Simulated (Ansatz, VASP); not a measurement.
## One calculation of TaSb, two programs

```
Ta Sb
1.0
     2.94260    0.00000    0.00000
     0.00000    2.94260    0.00000
     0.00000    0.00000    5.61150
Ta Sb
1 1
Direct
  0.00000 0.00000 0.50000
  0.00000 0.00000 0.00000
```

Alike in both runs: functional PBE; k mesh 14 × 14 × 8; occupations gaussian, width 0.1 eV; no spin polarisation.

Ansatz relaxed the structure, and its values are those at the end. VASP's run is a single point on that final structure, the one shown.

|  | VASP | Ansatz |
| --- | --- | --- |
| version | VASP 6.6.1 | Ansatz 0.2.0 |
| potentials or method | VASP PAW PBE potentials, release 64 (Ta_pv, Sb), cutoff 520 eV | scalar-relativistic, plane waves, PAW |
| valence electrons in the cell | 16 | 28 |

```tsv
	VASP	Ansatz	Ansatz less VASP
gap on the k mesh at the Fermi level (eV)	none	none	-
pressure (GPa)	0.0	0.0	-0.03
```

A gap of «none» marks a metal or a gap that the smearing closes. VASP's potentials hold 16 valence electrons a cell and Ansatz's 28, so a difference there can come from the potentials and not from the codes.

Spin-orbit coupling is off throughout.
